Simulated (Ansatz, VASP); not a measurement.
# Hg: VASP beside Ansatz

```xyz
3
Lattice="4.5997 0.0000 0.0000 -2.2999 3.9835 0.0000 0.0000 0.0000 3.9209" Properties=species:S:1:pos:R:3 pbc="T T T"
Hg    2.2999    1.3278    1.9605
Hg    0.0000    0.0000    0.0000
Hg    0.0000    2.6557    1.9605
```

Alike in both runs: task single point; functional PBE; k mesh 7 × 7 × 7; occupations fermi-dirac, width 0.05 eV; no spin polarisation.

```csv
,VASP,Ansatz
version,VASP 6.6.1,Ansatz 0.2.0
potentials or method,"VASP PAW PBE potentials, release 64 (Hg_sv_GW)",Ansatz PAW
plane-wave cutoff (eV),550,420
valence electrons in the cell,60,60
```

Ansatz gave:

| Quantity | Value |
| --- | --- |
| gap on the k mesh at the Fermi level (eV) | none |
| pressure (GPa) | 10.0 |
| traceless stress, the component that is largest in VASP (GPa) | -7.03 |

Task: What did VASP give for the same quantities?

Result: gap on the k mesh at the Fermi level (eV): none; pressure (GPa): 9.8; traceless stress, the component that is largest in VASP (GPa): -7.08.

A gap of «none» marks a metal or a gap that the smearing closes.

Spin-orbit coupling is off throughout.
